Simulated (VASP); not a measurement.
Bi2Se3: single point with PBEsol

Crystal: Bi2Se3.

```xyz
5
Lattice="2.0715 1.1960 10.3090 -2.0715 1.1960 10.3090 0.0000 -2.3920 10.3090" Properties=species:S:1:pos:R:3 pbc="T T T"
Bi    0.0000    0.0000   12.3955
Bi    0.0000    0.0000   18.5314
Se    0.0000    0.0000    0.0000
Se    0.0000    0.0000    6.5472
Se    0.0000    0.0000   24.3797
```

This cell differs from its parent crystal: strain +0.000 along x and y, +0.080 along z.

```
Program             : VASP 6.6.1
Task                : single point
Functional          : PBEsol
Potentials or basis : VASP PAW PBE potentials, release 64 (Bi_d, Se)
Cutoff              : 520 eV
k mesh              : 12 × 12 × 12
Occupations         : gaussian, width 0.03 eV
Spin                : no spin polarisation
```

The pressure is -4.3 GPa. The largest force is 0.714 eV/Å. The band gap on the k mesh is 0.43 eV.

Forces on the atoms (eV/Å):
```
Bi   0.000  0.000  0.040
Bi   0.000  0.000 -0.040
Se   0.000  0.000  0.000
Se   0.000  0.000  0.714
Se   0.000  0.000 -0.714
```

Stress tensor (GPa, compression positive):
```
-3.26  0.00  0.00
 0.00 -3.26  0.00
 0.00  0.00 -6.46
```

Levels at points of the mesh, in eV from the valence-band top:
```csv
k point,band 21,band 22,band 23,band 24,band 25,band 26,band 27,band 28
"(0.00, 0.00, 0.00)",-1.41,-0.80,-0.80,0.00,0.43,1.63,1.63,2.25
"(0.50, 0.00, 0.00)",-2.57,-2.08,-1.01,-0.65,0.79,1.85,2.48,2.72
"(0.50, 0.50, 0.00)",-1.96,-1.67,-1.27,-1.27,1.02,1.78,2.33,2.68
"(0.50, 0.50, 0.50)",-1.28,-0.89,-0.89,-0.60,0.86,1.83,1.83,2.14
```

Wall time 110 min on 1 thread of Oxide Virtual Turin-like Processor (shared host), peak memory 1.4 GiB.

Caveat: the cell differs from its parent crystal (strain +0.000 along x and y, +0.080 along z); the cell stands under tension; the PAW data sets were made with another functional, which shifts forces and pressure a little; spin-orbit coupling is left out, which moves the levels of the heavy elements. A k mesh can miss the band edges.
